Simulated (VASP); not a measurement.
Input of a VASP 6.6.1 run:

The input INCAR:

```
ALGO     = Normal         # electronic algorithm
EDIFF    = 1E-6           # SCF threshold, eV
ENCUT    = 520            # plane-wave cutoff, eV
GGA      = PS             # functional
ISIF     = 2              # what is computed and relaxed
ISMEAR   = -1             # smearing method
LASPH    = T              # aspherical terms in the spheres
LCHARG   = T              # write CHGCAR
LELF     = T              # ELF
LREAL    = F              # projectors in reciprocal space
LVHAR    = T            
LWAVE    = F              # write WAVECAR
NBANDS   = 26             # bands
NELM     = 60             # most SCF steps
PREC     = Accurate       # precision mode
SIGMA    = 0.05           # smearing width, eV
```

The input KPOINTS:

```
k-points
0
Gamma
  7 7 7
```

Contents of POSCAR:

```
Al2Cu
1.0
   -3.0535899895      3.0535899895      2.4546494773
    3.0535899895     -3.0535899895      2.4546494773
    3.0535899895      3.0535899895     -2.4546494773
Cu Al
2 4
Direct
    0.2500000000      0.2500000000      0.0000000000
    0.7500000000      0.7500000000      0.0000000000
    0.3419000000      0.1581000000      0.5000000000
    0.8419000000      0.3419000000      0.1838000000
    0.6581000000      0.8419000000      0.5000000000
    0.1581000000      0.6581000000      0.8162000000
```

Potentials or basis: VASP PAW PBE potentials, release 64 (Cu, Al).

Command:

```bash
$ cat potpaw_PBE.64/Cu/POTCAR potpaw_PBE.64/Al/POTCAR > POTCAR
$ mpirun -np 1 vasp_std > vasp.out
```

Q: What does it give for the band gap on the k mesh?

A: Zero (band 17 reaches 9.69 eV, above the bottom of band 18 at 6.03 eV).

Q: What does it give for the pressure?

A: -5.0 GPa.

Stress tensor (GPa, compression positive):
```
-5.05  0.00  0.00
 0.00 -5.05  0.00
 0.00  0.00 -4.89
```

Caveat: the PAW data sets were made with another functional, which shifts forces and pressure a little.
